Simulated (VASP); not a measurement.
# LaNb2N2 (P-3m1) in VASP: further runs

LaNb2N2 is run at these levels: PBE; tasks: single point.

Program: VASP 6.6.1. These are calculated values, not measurements. Logs are shortened: lines on timing, memory, paths and dates and some standing lists are left out, and cuts for length are marked.

## Step 1: The cell of the first run

It takes space group P-3m1 (No. 164, trigonal). The conventional cell has a = 3.613 Å, b = 3.613 Å, c = 6.775 Å, α = 90.00°, β = 90.00°, γ = 120.00°. Within 3.8 Å of La (site symmetry -3m) lie 6 N at 2.86 Å and 6 Nb at 3.26 Å and 6 La at 3.61 Å. Nb (site symmetry 3m) has 4 N at 2.16 to 2.32 Å and 3 Nb at 2.74 Å within 2.9 Å. N (site symmetry 3m) has 4 Nb at 2.16 to 2.32 Å and 3 La at 2.86 Å within 2.9 Å.

The cell was generated, and may not be a known phase.

## Step 2: Single point, PBE

File INCAR:

```
SYSTEM = LaNb2N2
PREC = Accurate
ENCUT = 520
EDIFF = 1E-7
ISMEAR = 0
SIGMA = 0.1
LREAL = .False.
LASPH = .True.
NELM = 100
ALGO = Normal
ISIF = 2
LWAVE = .False.
LCHARG = .True.
GGA = PE
LELF = .True.
LVHAR = .True.
NBANDS = 32
```

File KPOINTS:

```
Automatic mesh
0
Gamma
  6 6 4
  0 0 0
```

File POSCAR:

```
LaNb2N2
1.0
    3.6131245587      0.0000000026      0.0000000000
   -1.8065622816      3.1290576536      0.0000000000
    0.0000000000      0.0000000000      6.7745328540
La Nb N
1 2 2
Direct
    0.0000000000      0.0000000000      0.0000000000
    0.3333333333      0.6666666667      0.6309039337
    0.6666666667      0.3333333333      0.3690960663
    0.3333333333      0.6666666667      0.2890011615
    0.6666666667      0.3333333333      0.7109988385
```

Potentials or basis: VASP PAW PBE potentials, release 64 (La, Nb_sv, N).

On the command line:

```bash
cat potpaw_PBE.64/La/POTCAR potpaw_PBE.64/Nb_sv/POTCAR potpaw_PBE.64/N/POTCAR > POTCAR
mpirun -np 1 vasp_std > vasp.out
```

OUTCAR:

```text
SYSTEM = LaNb2N2
   PREC = Accurate
   ENCUT = 520
   EDIFF = 1E-7
   ISMEAR = 0
   LREAL = .False.
   LASPH = .True.
   NELM = 100
   ISIF = 2
   GGA = PE

 ion  position               nearest neighbor table
   1  0.000  0.000  0.000-   2 3.26   3 3.26   3 3.26   2 3.26   3 3.26   2 3.26
   2  0.333  0.667  0.631-   5 2.16   5 2.16   5 2.16   4 2.32   3 2.74   3 2.74   3 2.74   1 3.26
                             1 3.26   1 3.26
   3  0.667  0.333  0.369-   4 2.16   4 2.16   4 2.16   5 2.32   2 2.74   2 2.74   2 2.74   1 3.26
                             1 3.26   1 3.26
   4  0.333  0.667  0.289-   3 2.16   3 2.16   3 2.16   2 2.32
   5  0.667  0.333  0.711-   2 2.16   2 2.16   2 2.16   3 2.32

  LATTYP: Found a hexagonal cell.
 ALAT       =     3.6131245587
 C/A-ratio  =     1.8749790504

  Lattice vectors:

 A1 = (   3.6131245587,   0.0000000026,   0.0000000000)
 A2 = (  -1.8065622816,   3.1290576536,   0.0000000000)
 A3 = (   0.0000000000,   0.0000000000,   6.7745328540)

Analysis of symmetry for initial positions (statically):
=====================================================================
 Subroutine PRICEL returns:
 Original cell was already a primitive cell.

 Routine SETGRP: Setting up the symmetry group for a
 hexagonal supercell.

 Subroutine GETGRP returns: Found 12 space group operations
 (whereof 12 operations were pure point group operations)
 out of a pool of 24 trial point group operations.

The static configuration has the point symmetry D_3d.

Analysis of symmetry for dynamics (positions and initial velocities):
=====================================================================
 Subroutine PRICEL returns:
 Original cell was already a primitive cell.

 Routine SETGRP: Setting up the symmetry group for a
 hexagonal supercell.

 Subroutine GETGRP returns: Found 12 space group operations
 (whereof 12 operations were pure point group operations)
 out of a pool of 24 trial point group operations.

The dynamic configuration has the point symmetry D_3d.

 Subroutine INISYM returns: Found 12 space group operations
 (whereof 12 operations are pure point group operations),
 and found     1 'primitive' translations

----------------------------------------------------------------------------------------

                                     Primitive cell

  volume of cell :      76.5907

  direct lattice vectors                    reciprocal lattice vectors
     3.613124559  0.000000003  0.000000000     0.276768759  0.159792518  0.000000000
    -1.806562282  3.129057654  0.000000000    -0.000000000  0.319585035  0.000000000
     0.000000000  0.000000000  6.774532854     0.000000000  0.000000000  0.147611654

  length of vectors
     3.613124559  3.613124559  6.774532854     0.319585035  0.319585035  0.147611654

  position of ions in fractional coordinates (direct lattice)
     0.000000000  0.000000000  0.000000000
     0.333333333  0.666666667  0.630903934
     0.666666667  0.333333333  0.369096066
     0.333333333  0.666666667  0.289001162
     0.666666667  0.333333333  0.710998838

  ion indices of the primitive-cell ions
   primitive index   ion index
                 1           1
                 2           2
                 3           3
                 4           4
                 5           5

----------------------------------------------------------------------------------------

 KPOINTS: Automatic mesh

Automatic generation of k-mesh.
 Grid dimensions read from file:
 generate k-points for:    6    6    4

 Generating k-lattice:

  Cartesian coordinates                     Fractional coordinates (reciprocal lattice)
     0.046128126  0.026632086  0.000000000     0.166666667 -0.000000000  0.000000000
    -0.000000000  0.053264172  0.000000000     0.000000000  0.166666667  0.000000000
     0.000000000  0.000000000  0.036902914     0.000000000  0.000000000  0.250000000

  Length of vectors
     0.053264172  0.053264172  0.036902914

  Shift w.r.t. Gamma in fractional coordinates (k-lattice)
     0.000000000  0.000000000  0.000000000

 Subroutine IBZKPT returns following result:
 ===========================================

 Found     24 irreducible k-points:

 Following reciprocal coordinates:
            Coordinates               Weight
  0.000000  0.000000  0.000000      1.000000
  0.166667  0.000000  0.000000      6.000000
  0.333333  0.000000  0.000000      6.000000
  0.500000  0.000000  0.000000      3.000000
  0.166667  0.166667  0.000000      6.000000
  0.333333  0.166667  0.000000     12.000000
[... 16 lines left out ...]
  0.333333  0.166667  0.500000     12.000000
  0.333333  0.333333  0.500000      2.000000
   k-points           NKPTS =     24   k-points in BZ     NKDIM =     24   number of bands    NBANDS=     32
   number of dos      NEDOS =    301   number of ions     NIONS =      5
   total plane-waves  NPLWV =  39200
   dimension x,y,z NGX =    28 NGY =   28 NGZ =   50
   dimension x,y,z NGXF=    56 NGYF=   56 NGZF=  100
   ions per type =               1   2   2
   NGX,Y,Z   is equivalent  to a cutoff of  12.88, 12.88, 12.27 a.u.
   NGXF,Y,Z  is equivalent  to a cutoff of  25.77, 25.77, 24.54 a.u.
 SYSTEM =  LaNb2N2
   PREC   = accura    normal or accurate (medium, high low for compatibility)
   ISTART =      0    job   : 0-new  1-cont  2-samecut
   ICHARG =      2    charge: 1-file 2-atom 10-const
   ISPIN  =      1    spin polarized calculation?
   LNONCOLLINEAR =      F non collinear calculations
   LSORBIT =      F    spin-orbit coupling
   LASPH  =      T    aspherical Exc in radial PAW
   ENCUT  =  520.0 eV  38.22 Ry    6.18 a.u.   6.72  6.72 12.60*2*pi/ulx,y,z
   NELM   =    100;   NELMIN=  2; NELMDL= -5     # of ELM steps
   EDIFF  = 0.1E-06   stopping-criterion for ELM
   LREAL  =      F    real-space projection
   EDIFFG = 0.1E-05   stopping-criterion for IOM
   NSW    =      0    number of steps for IOM
   IBRION =     -1    ionic relax: 0-MD 1-quasi-New 2-CG
   NFREE  =      0    steps in history (QN), initial steepest desc. (CG)
   ISIF   =      2    stress and relaxation
   ISYM   =      2    0-nonsym 1-usesym 2-fastsym
   POTIM  = 0.5000    time-step for ionic-motion
   TEBEG  =    0.0;   TEEND  =   0.0 temperature during run
   PSTRESS=    0.0 pullay stress
   NELECT =      47.0000    total number of electrons
   NUPDOWN=      -1.0000    fix difference up-down
   EMIN   =  10.00;   EMAX   =-10.00  energy-range for DOS
   EFERMI =   0.00;   METHOD = LEGACY
   ISMEAR =     0;   SIGMA  =   0.10  broadening in eV -4-tet -1-fermi 0-gaus
   EFERMI_NEDOS =   21; number of points for ismear=-14 and -15
   IALGO  =     38    algorithm
   IMIX   =      4    mixing-type and parameters
     AMIX     =   0.40;   BMIX     =  1.00
     AMIX_MAG =   1.60;   BMIX_MAG =  1.00
  volume/ion in A,a.u.               =      15.32       103.37
  Fermi-wavevector in a.u.,A,eV,Ry     =   1.391176  2.628942 26.332327  1.935371
  Thomas-Fermi vector in A             =   2.515040
   LORBIT       =      0    0 simple, 1 ext, 2 COOP (PROOUT), +10 PAW based schemes
   GGA     = PE    functional components
   LHFCALC =     F    Hartree Fock is set to
   AEXX    =    0.0000 exact exchange contribution
   IVDW    =     0    specifies the selected vdW correction
   LEPSILON=     F    determine dielectric tensor
   LRPA    =     F    only Hartree local field effects (RPA)
 non-spin polarized calculation
 Gauss-broadening in eV      SIGMA  =   0.10
  energy-cutoff  :      520.00
  volume of cell :       76.59
 maximum number of plane-waves:      2082
 NGX is ok and might be reduce to    28
   NGX = 13   NGY = 13   NGZ = 25

 number of electron      47.0000000 magnetization

 Free energy of the ion-electron system (eV)
  ---------------------------------------------------
  ext. energy  EPLUGINS =         0.00000000
  ---------------------------------------------------
  free energy    TOTEN  =       -45.98418787 eV

  energy without entropy =      -45.97433008  energy(sigma->0) =      -45.97925898

 E-fermi :  11.1312     XC(G=0): -11.8528

 val. band max:       11.1176949414   @ k =   0.0000   0.3333   0.2500
 cond. band min:      11.1329190620   @ k =   0.1667   0.1667   0.0000
 fundamental gap:      0.0152241205
 Fermi energy:        11.1311553090

 k-point     1 :       0.0000    0.0000    0.0000
  band No.  band energies     occupation
      1     -44.1675      2.00000
      2     -43.9029      2.00000
      3     -21.4463      2.00000
      4     -20.3940      2.00000
      5     -20.3940      2.00000
      6     -20.3939      2.00000
[... 24 lines left out ...]
     31      13.5680      0.00000
     32      13.8073      0.00000

 k-point     2 :       0.1667    0.0000    0.0000
  band No.  band energies     occupation
      1     -44.1483      2.00000
      2     -43.9148      2.00000
      3     -21.3861      2.00000
      4     -20.5136      2.00000
      5     -20.4554      2.00000
      6     -20.4284      2.00000
[... 24 lines left out ...]
     31      13.7297      0.00000
     32      13.8050      0.00000

 k-point     3 :       0.3333    0.0000    0.0000
  band No.  band energies     occupation
      1     -44.1007      2.00000
      2     -43.9479      2.00000
      3     -21.2668      2.00000
      4     -20.6914      2.00000
      5     -20.5776      2.00000
      6     -20.4914      2.00000
[... 24 lines left out ...]
     31      13.7714      0.00000
     32      13.9176      0.00000

 k-point     4 :       0.5000    0.0000    0.0000
  band No.  band energies     occupation
      1     -44.0647      2.00000
      2     -43.9766      2.00000
      3     -21.2124      2.00000
      4     -20.7571      2.00000
      5     -20.6379      2.00000
      6     -20.5208      2.00000
[... 654 lines left out ...]
     31      13.7317      0.00000
     32      13.7962      0.00000

 k-point    23 :       0.3333    0.1667    0.5000
  band No.  band energies     occupation
      1     -44.0647      2.00000
      2     -43.9765      2.00000
      3     -21.2167      2.00000
      4     -20.7241      2.00000
      5     -20.6268      2.00000
      6     -20.5565      2.00000
[... 24 lines left out ...]
     31      13.6436      0.00000
     32      13.7719      0.00000

 k-point    24 :       0.3333    0.3333    0.5000
  band No.  band energies     occupation
      1     -44.0188      2.00000
      2     -44.0188      2.00000
      3     -21.1738      2.00000
      4     -20.6858      2.00000
      5     -20.6858      2.00000
      6     -20.6399      2.00000
[... 24 lines left out ...]
     31      13.7383      0.00000
     32      13.8747      0.00000

------------------------ aborting loop because EDIFF is reached ----------------------------------------

  FORCE on cell =-STRESS in cart. coord.  units (eV):
  Direction    XX          YY          ZZ          XY          YZ          ZX
  --------------------------------------------------------------------------------------
  -------------------------------------------------------------------------------------
  Total       -0.1721212     -0.1721212     -0.1426213     -0.0000000     -0.0000000      0.0000000
  in kB       -3.6005512     -3.6005512     -2.9834517     -0.0000000     -0.0000000      0.0000000
  external PRESSURE =      -3.3948514 kB  Pullay stress =       0.0000000 kB

 VOLUME and BASIS-vectors are now :
 -----------------------------------------------------------------------------
  energy-cutoff  :      520.00
  volume of cell :       76.59
      direct lattice vectors                 reciprocal lattice vectors
     3.613124559  0.000000003  0.000000000     0.276768759  0.159792518  0.000000000
    -1.806562282  3.129057654  0.000000000    -0.000000000  0.319585035  0.000000000
     0.000000000  0.000000000  6.774532854     0.000000000  0.000000000  0.147611654

 POSITION                                       TOTAL-FORCE (eV/Angst)
 -----------------------------------------------------------------------------------
      0.00000      0.00000      0.00000        -0.000000     -0.000000     -0.000000
     -0.00000      2.08604      4.27408        -0.000000      0.000000      0.004812
      1.80656      1.04302      2.50045        -0.000000     -0.000000     -0.004812
     -0.00000      2.08604      1.95785         0.000000      0.000000     -0.012379
      1.80656      1.04302      4.81668         0.000000     -0.000000      0.012379
 -----------------------------------------------------------------------------------
    total drift:                                0.000000      0.000000     -0.000000

  FREE ENERGIE OF THE ION-ELECTRON SYSTEM (eV)
  ---------------------------------------------------
  free  energy   TOTEN  =       -45.9841878722 eV

  energy  without entropy=      -45.9743300830  energy(sigma->0) =      -45.97925898
```

It took 37 s on 1 thread of Intel Xeon 6975P-C (Granite Rapids), shared host; peak memory 0.23 GiB.

What came out:

* Free energy: -45.9842 eV
* Pressure: -0.3 GPa
* Largest force: 0.012 eV/Å
* Band gap on the k mesh: zero (an odd number of electrons rules out a gap without spin polarisation)

Forces on the atoms (eV/Å):
```
La   0.000  0.000  0.000
Nb   0.000  0.000  0.005
Nb   0.000  0.000 -0.005
N    0.000  0.000 -0.012
N    0.000  0.000  0.012
```

Levels at points of the mesh, in eV from the Fermi level:
| k point | band 20 | band 21 | band 22 | band 23 | band 24 | band 25 | band 26 | band 27 |
| --- | --- | --- | --- | --- | --- | --- | --- | --- |
| (0.00, 0.00, 0.00) | -4.91 | -1.57 | -1.57 | -0.92 | -0.15 | 1.34 | 1.65 | 1.65 |
| (0.50, 0.00, 0.00) | -3.74 | -2.18 | -1.48 | -1.28 | -0.23 | 0.81 | 1.54 | 1.55 |
| (0.00, 0.00, 0.50) | -4.27 | -1.27 | -1.27 | -0.22 | 0.33 | 0.82 | 0.82 | 1.13 |
| (0.50, 0.00, 0.50) | -4.12 | -1.83 | -1.66 | -1.35 | 0.19 | 0.89 | 1.28 | 1.46 |

Caveat: spin-orbit coupling is left out, which moves the levels of the heavy elements.

(Part 1 of 2 ends here.)

The gap in the log of VASP goes by the Fermi energy; the results here count the filled bands.